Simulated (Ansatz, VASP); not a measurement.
# W in VASP and in Ansatz

Contents of INCAR:

```
SYSTEM = W
PREC = Accurate
ENCUT = 600
EDIFF = 1E-6
ISMEAR = -1
SIGMA = 0.15
LREAL = .FALSE.
LASPH = .TRUE.
NELM = 100
ALGO = Normal
ISIF = 3
LWAVE = .FALSE.
LCHARG = .FALSE.
GGA = PE
IBRION = 2
NSW = 80
EDIFFG = -0.001
```

File KPOINTS:

```
Automatic mesh
0
G
  16 16 16
  0 0 0
```

The input POSCAR:

```
W
1.0
   -1.5914677047      1.5914677047      1.5914677047
    1.5914677047     -1.5914677047      1.5914677047
    1.5914677047      1.5914677047     -1.5914677047
W
1
Direct
    0.0000000000      0.0000000000      0.0000000000
```

Input for Ansatz:

```yaml
crystal:
  lattice:
    - [-1.5914677047, 1.5914677047, 1.5914677047]
    - [1.5914677047, -1.5914677047, 1.5914677047]
    - [1.5914677047, 1.5914677047, -1.5914677047]
  atoms:
    - { symbol: W, position: [0.0, 0.0, 0.0] }
basis:
  ecutwfc: 420
kpoints:
  mp_grid: { grid: [16, 16, 16] }
hamiltonian:
  xc: pbe
  pseudopotentials: { kind: paw, azcp: { folder: soft_1 } }
scf:
  occupations: { method: fermi_dirac, width: 0.15 }
output:
  forces: true
  stress: true
  eigenvalues: true
relax:
  adjacent_minimum: "off"
  f_tol: 0.001
  max_steps: 60
  cell: { stress_tol: 0.01 }
```

Alike in both runs: task relaxation of cell and atoms; functional PBE; k mesh 16 × 16 × 16; occupations fermi-dirac, width 0.15 eV; no spin polarisation.

|  | VASP | Ansatz |
| --- | --- | --- |
| version | VASP 6.6.1 | Ansatz 0.2.0 |
| potentials or method | VASP PAW PBE potentials, release 64 (W_sv), cutoff 600 eV | scalar-relativistic, plane waves, PAW |
| valence electrons in the cell | 14 | 14 |

Ansatz gave:

```
gap on the k mesh at the Fermi level, each at its own relaxed structure (eV) : none
relaxed volume (Å³/atom)                                                     : 16.13
relaxed cell length with the largest relative difference (Å)                 : 2.757
```

**Question.** Estimate VASP's values.

**Answer.** gap on the k mesh at the Fermi level, each at its own relaxed structure (eV): none; relaxed volume (Å³/atom): 16.16; relaxed cell length with the largest relative difference (Å): 2.759.

A gap of «none» marks a metal or a gap that the smearing closes.

Spin-orbit coupling is off throughout.
